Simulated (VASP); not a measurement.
# Si7W3 in VASP: a series of runs

The runs below take Si7W3 through single point, with PBEsol.

Program: VASP 6.6.1. These are calculated values, not measurements. Logs are shortened: lines on timing, memory, paths and dates and some standing lists are left out, and cuts for length are marked.

**1. The cell of the first run**

The cell holds a slab with vacuum, 10 atoms: a = 3.202 Å, b = 4.517 Å, c = 26.909 Å, α = 90.00°, β = 90.00°, γ = 110.76°.

**2. Single point, PBEsol**

INCAR reads:

```
ALGO     = Normal         # electronic algorithm
DIPOL    = 0.5 0.5 0.482
EDIFF    = 1E-6           # SCF threshold, eV
ENCUT    = 520            # plane-wave cutoff, eV
GGA      = PS             # functional
IDIPOL   = 3            
ISIF     = 2              # what is computed and relaxed
ISMEAR   = 0              # smearing method
LASPH    = T              # aspherical terms in the spheres
LCHARG   = T              # write CHGCAR
LDIPOL   = T            
LELF     = T              # ELF
LREAL    = F              # projectors in reciprocal space
LVACPOTAV= T            
LVHAR    = T            
LWAVE    = F              # write WAVECAR
NBANDS   = 46             # bands
NELM     = 60             # most SCF steps
PREC     = Accurate       # precision mode
SIGMA    = 0.1            # smearing width, eV
```

KPOINTS reads:

```
k-points
0
Gamma
  10 7 1
```

POSCAR reads:

```
Si7W3
1.0
    3.2024995622      0.0000000000      0.0000000000
   -1.6012497811      4.2232001613      0.0000000000
    0.0000000000      0.0000000000     26.9092506114
Si W
7 3
Direct
    0.4301706655      0.8603413310      0.3158765037
    0.8573471971      0.7146943943      0.3895498253
    0.5739295968      0.1478591936      0.4260013975
    0.0001353741      0.0009098867      0.4997335292
    0.7108356169      0.4217721313      0.5381936566
    0.1418014792      0.2832382574      0.6128603095
    0.8838514847      0.7684778166      0.6524204850
    0.1437589313      0.2875178626      0.3527131646
    0.2854013475      0.5711685066      0.4625020385
    0.4240627202      0.8485774163      0.5702367417
```

Potentials or basis: VASP PAW PBE potentials, release 64 (Si, W_sv).

Launch:

```sh
cat potpaw_PBE.64/Si/POTCAR potpaw_PBE.64/W_sv/POTCAR > POTCAR
mpirun -np 1 vasp_std > vasp.out
```

OUTCAR:

```text
EDIFF = 1E-6
   ENCUT = 520
   GGA = PS
   ISIF = 2
   ISMEAR = 0
   LASPH = T
   LREAL = F
   NELM = 60
   PREC = Accurate

 ion  position               nearest neighbor table
   1  0.430  0.860  0.316-   8 2.61   8 2.61   8 2.61   2 2.62   2 2.62
   2  0.857  0.715  0.390-   3 2.59   9 2.60   9 2.61   8 2.61   8 2.61   8 2.61   1 2.62   1 2.62
                             3 2.62   3 2.62
   3  0.574  0.148  0.426-   2 2.59   9 2.59   9 2.59   8 2.61   8 2.61   2 2.62   2 2.62   4 2.62
                             4 2.62   9 2.63
   4  0.000  0.001  0.500-  10 2.56  10 2.56   5 2.61   5 2.61   9 2.61   9 2.62   9 2.62   3 2.62
                             3 2.62   5 2.66
   5  0.711  0.422  0.538-  10 2.56  10 2.56  10 2.57   4 2.61   4 2.61   6 2.63   6 2.64   4 2.66
                             9 2.67   9 2.67
   6  0.142  0.283  0.613-   7 2.42   5 2.63   5 2.64  10 2.65  10 2.69  10 2.69   7 2.81   7 2.81

   7  0.884  0.768  0.652-   6 2.42  10 2.75  10 2.75   6 2.81   6 2.81
   8  0.144  0.288  0.353-   3 2.61   3 2.61   2 2.61   2 2.61   1 2.61   1 2.61   2 2.61   1 2.61
                             9 3.19
   9  0.285  0.571  0.463-   3 2.59   3 2.59   2 2.60   2 2.61   4 2.61   4 2.62   4 2.62   3 2.63
                             5 2.67   5 2.67  10 3.13   8 3.19
  10  0.424  0.849  0.570-   5 2.56   5 2.56   4 2.56   4 2.56   5 2.57   6 2.65   6 2.69   6 2.69
                             7 2.75   7 2.75   9 3.13

  LATTYP: Found a base centered orthorhombic cell.
 ALAT       =     3.2024995622
 B/A-ratio  =     2.6374399617
 C/A-ratio  =     8.4025774520

  Lattice vectors:

 A1 = (   1.6012497811,  -4.2232001613,   0.0000000000)
 A2 = (   1.6012497811,   4.2232001613,   0.0000000000)
 A3 = (   0.0000000000,   0.0000000000,  26.9092506114)

Analysis of symmetry for initial positions (statically):
=====================================================================
 Subroutine PRICEL returns:
 Original cell was already a primitive cell.

 Routine SETGRP: Setting up the symmetry group for a
 base centered orthorhombic supercell.

 Subroutine GETGRP returns: Found  1 space group operations
 (whereof  1 operations were pure point group operations)
 out of a pool of  8 trial point group operations.

The static configuration has the point symmetry C_1 .

Analysis of symmetry for dynamics (positions and initial velocities):
=====================================================================
 Subroutine PRICEL returns:
 Original cell was already a primitive cell.

 Routine SETGRP: Setting up the symmetry group for a
 base centered orthorhombic supercell.

[... 152 lines left out ...]
   PSTRESS=    0.0 pullay stress
   NELECT =      70.0000    total number of electrons
   NUPDOWN=      -1.0000    fix difference up-down
   EMIN   =  10.00;   EMAX   =-10.00  energy-range for DOS
   EFERMI =   0.00;   METHOD = LEGACY
   ISMEAR =     0;   SIGMA  =   0.10  broadening in eV -4-tet -1-fermi 0-gaus
   EFERMI_NEDOS =   21; number of points for ismear=-14 and -15
   IALGO  =     38    algorithm
   IMIX   =      4    mixing-type and parameters
     AMIX     =   0.40;   BMIX     =  1.00
     AMIX_MAG =   1.60;   BMIX_MAG =  1.00
  volume/ion in A,a.u.               =      36.39       245.60
  Fermi-wavevector in a.u.,A,eV,Ry     =   0.944996  1.785784 12.150245  0.893018
  Thomas-Fermi vector in A             =   2.072855
   LORBIT       =      0    0 simple, 1 ext, 2 COOP (PROOUT), +10 PAW based schemes
   GGA     = PS    functional components
   LHFCALC =     F    Hartree Fock is set to
   AEXX    =    0.0000 exact exchange contribution
   IVDW    =     0    specifies the selected vdW correction
   LEPSILON=     F    determine dielectric tensor
   LRPA    =     F    only Hartree local field effects (RPA)
 non-spin polarized calculation
 Gauss-broadening in eV      SIGMA  =   0.10
  energy-cutoff  :      520.00
  volume of cell :      363.94
 maximum number of plane-waves:      9864
   NGX = 11   NGY = 17   NGZ =101

 dipolmoment           0.000000      0.000000     -0.986892 electrons x Angstroem

 number of electron      69.9999999 magnetization

 dipolmoment           0.000000      0.000000      0.047702 electrons x Angstroem

 Free energy of the ion-electron system (eV)
  ---------------------------------------------------
  ext. energy  EPLUGINS =         0.00000000
  ---------------------------------------------------
  free energy    TOTEN  =       -81.46139998 eV

  energy without entropy =      -81.43673940  energy(sigma->0) =      -81.44906969

 E-fermi :   0.8118     XC(G=0):  -5.4745

 val. band max:        0.8030804695   @ k =  -0.2000   0.4286   0.0000
 cond. band min:       0.8218171848   @ k =   0.1000   0.2857   0.0000
 fundamental gap:      0.0187367153
 Fermi energy:         0.8117845867

 k-point     1 :       0.0000    0.0000    0.0000
  band No.  band energies     occupation
      1     -72.6625      2.00000
      2     -72.6228      2.00000
      3     -72.4977      2.00000
      4     -37.0445      2.00000
      5     -36.9429      2.00000
      6     -36.8763      2.00000
[... 1165 lines left out ...]
     45       5.1159      0.00000
     46       5.3079      0.00000

 [... further k-points ...]
[... 5 lines left out ...]
  --------------------------------------------------------------------------------------
  -------------------------------------------------------------------------------------
  Total       -7.0675689     -3.9900093     -2.0265736     -0.0100686     -0.6218482      0.0014773
  in kB      -31.1134582    -17.5651615     -8.9215562     -0.0443248     -2.7375535      0.0065033
  external PRESSURE =     -19.2000587 kB  Pullay stress =       0.0000000 kB

 VOLUME and BASIS-vectors are now :
 -----------------------------------------------------------------------------
  energy-cutoff  :      520.00
  volume of cell :      363.94
      direct lattice vectors                 reciprocal lattice vectors
     3.202499562  0.000000000  0.000000000     0.312256093  0.118393631  0.000000000
    -1.601249781  4.223200161  0.000000000     0.000000000  0.236787261  0.000000000
     0.000000000  0.000000000 26.909250611     0.000000000  0.000000000  0.037161942

 POSITION                                       TOTAL-FORCE (eV/Angst)
 -----------------------------------------------------------------------------------
      0.00000      3.63339      8.50000        -0.004915      0.130803      0.580236
      1.60125      3.01830     10.48249        -0.003074     -0.037438     -0.881869
      1.60125      0.62444     11.46338        -0.000617     -0.249924     -0.395235
     -0.00102      0.00384     13.44745        -0.000087      0.003912     -0.001961
      1.60109      1.78123     14.48239         0.000123     -0.008170      0.000116
      0.00058      1.19617     16.49161         0.000038      0.003229      0.008803
      1.60001      3.24544     17.55615         0.000061      0.000534      0.010635
      0.00000      1.21425      9.49125         0.008497      0.149214      0.659834
     -0.00059      2.41216     12.44558        -0.000239      0.003414      0.003908
     -0.00072      3.58371     15.34464         0.000213      0.004425      0.015534
 -----------------------------------------------------------------------------------
    total drift:                               -0.000331     -0.000020     -0.000002

  FREE ENERGIE OF THE ION-ELECTRON SYSTEM (eV)
  ---------------------------------------------------
  free  energy   TOTEN  =       -81.4613999770 eV

  energy  without entropy=      -81.4367394035  energy(sigma->0) =      -81.44906969

 vacuum level on the upper side and lower side of the slab         6.510         5.872
```

stdout:

```text
POSCAR found type information on POSCAR SiW
 POSCAR found :  2 types and      10 ions
 scaLAPACK will be used
 -----------------------------------------------------------------------------
|                                                                             |
[... 42 lines left out ...]
|     field-free region was found. Please increase the size of  your cell     |
|     in the dimension of the dipole correction to obtain accurate            |
|     workfunction values.                                                    |
|                                                                             |
 -----------------------------------------------------------------------------
```

Run time: 18 min. Hardware: 1 thread of Intel Xeon Platinum 8375C at 2.90GHz (Ice Lake), shared host; peak memory 0.7 GiB.

What came out:

| Item | Value |
| --- | --- |
| Free energy | -81.4614 eV |
| Largest force | 0.883 eV/Å |
| Band gap on the k mesh | zero (band 35 reaches 1.12 eV, above the bottom of band 36 at 0.51 eV) |

Forces in eV/Å, atoms in the order of the input:
```
Si  -0.005  0.131  0.580
Si  -0.003 -0.037 -0.882
Si  -0.001 -0.250 -0.395
Si   0.000  0.004 -0.002
Si   0.000 -0.008  0.000
Si   0.000  0.003  0.009
Si   0.000  0.001  0.011
W    0.008  0.149  0.660
W    0.000  0.003  0.004
W    0.000  0.004  0.016
```

Levels at points of the mesh, in eV from the Fermi level:
```csv
k point,band 33,band 34,band 35,band 36,band 37,band 38
"(0.00, 0.00, 0.00)",-0.40,-0.28,-0.03,0.87,2.02,2.20
"(0.50, 0.00, 0.00)",-0.75,-0.58,-0.42,-0.06,1.72,1.80
```

Caveat: the PAW data sets were made with another functional, which shifts forces and pressure a little; spin-orbit coupling is left out, which moves the levels of the heavy elements.

**3. Single point, PBEsol**

INCAR reads:

```
SYSTEM = Si7W3
PREC = Accurate
ENCUT = 520
EDIFF = 1E-6
ISMEAR = 0
SIGMA = 0.1
LREAL = .FALSE.
LASPH = .TRUE.
NELM = 100
ALGO = Normal
ISIF = 2
LWAVE = .FALSE.
LCHARG = .FALSE.
LDIPOL = .TRUE.
IDIPOL = 3
DIPOL = 0.5 0.5 0.482
GGA = PS
NBANDS = 46
```

KPOINTS reads:

```
regular mesh
0
G
  10 7 1
  0 0 0
```

POSCAR reads:

```
Si7W3
1.0
    3.2024995622      0.0000000000      0.0000000000
   -1.6012497811      4.2232001613      0.0000000000
    0.0000000000      0.0000000000     26.9092506114
Si W
7 3
Direct
    0.4301706655      0.8603413310      0.3158765037
    0.8573471971      0.7146943943      0.3895498253
    0.5739295968      0.1478591936      0.4260013975
    0.0001733882      0.0009565030      0.4997209229
    0.7108621476      0.4219018463      0.5381725963
    0.1417995377      0.2833307020      0.6128987861
    1.8835658238      0.7688718883      0.6524508260
    0.1437589313      0.2875178626      0.3527131646
    0.2854405838      0.5712606771      0.4624700457
    0.4241721477      0.8487294234      0.5702673278
```

Potentials or basis: VASP PAW PBE potentials, release 64 (Si, W_sv).

Launch:

```sh
cat potpaw_PBE.64/Si/POTCAR potpaw_PBE.64/W_sv/POTCAR > POTCAR
mpirun -np 1 vasp_std > vasp.out
```

Wall time 15 min (1 thread of Intel Xeon Platinum 8375C at 2.90GHz (Ice Lake), shared host); peak memory 0.69 GiB.

The run converged. Its results:

```
Free energy            : -81.4614 eV
Largest force          : 0.887 eV/Å
Band gap on the k mesh : zero (band 35 reaches 1.12 eV, above the bottom of band 36 at 0.51 eV)
```

Forces in eV/Å, atoms in the order of the input:
```
Si  -0.005  0.131  0.581
Si  -0.003 -0.036 -0.887
Si  -0.001 -0.248 -0.398
Si  -0.001  0.004  0.006
Si   0.001 -0.008  0.008
Si   0.000  0.010  0.002
Si   0.003 -0.004  0.011
W    0.009  0.150  0.656
W    0.000 -0.001  0.020
W   -0.003  0.003  0.001
```

Levels at points of the mesh, in eV from the Fermi level:
```csv
k point,band 33,band 34,band 35,band 36,band 37,band 38
"(0.00, 0.00, 0.00)",-0.40,-0.28,-0.03,0.87,2.02,2.20
"(0.50, 0.00, 0.00)",-0.75,-0.58,-0.42,-0.06,1.72,1.80
```

Caveat: the PAW data sets were made with another functional, which shifts forces and pressure a little; spin-orbit coupling is left out, which moves the levels of the heavy elements.
